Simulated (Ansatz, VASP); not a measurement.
## TePb: VASP beside Ansatz

```xyz
2
Lattice="0.0000 3.2310 3.2310 3.2310 0.0000 3.2310 3.2310 3.2310 0.0000" Properties=species:S:1:pos:R:3 pbc="T T T"
Pb    0.0000    0.0000    0.0000
Te    3.2310    3.2310    3.2310
```

Alike in both runs: functional RPBE; k mesh 7 × 7 × 7; occupations fermi-dirac, width 0.05 eV; no spin polarisation.

|  | VASP | Ansatz |
| --- | --- | --- |
| version | VASP 6.6.1 | Ansatz 0.2.0 |
| potentials or method | VASP PAW PBE potentials, release 64 (Pb_d, Te), cutoff 520 eV | all-electron LAPW, scalar-relativistic |
| task | single point | band structure |

```tsv
	VASP	Ansatz	Ansatz less VASP
pressure (GPa)	3.6	3.7	+0.08
```

VASP's potentials were made for PBE, not for RPBE. Ansatz ran all-electron here, and VASP with PAW potentials.

Neither program's run includes spin-orbit coupling.
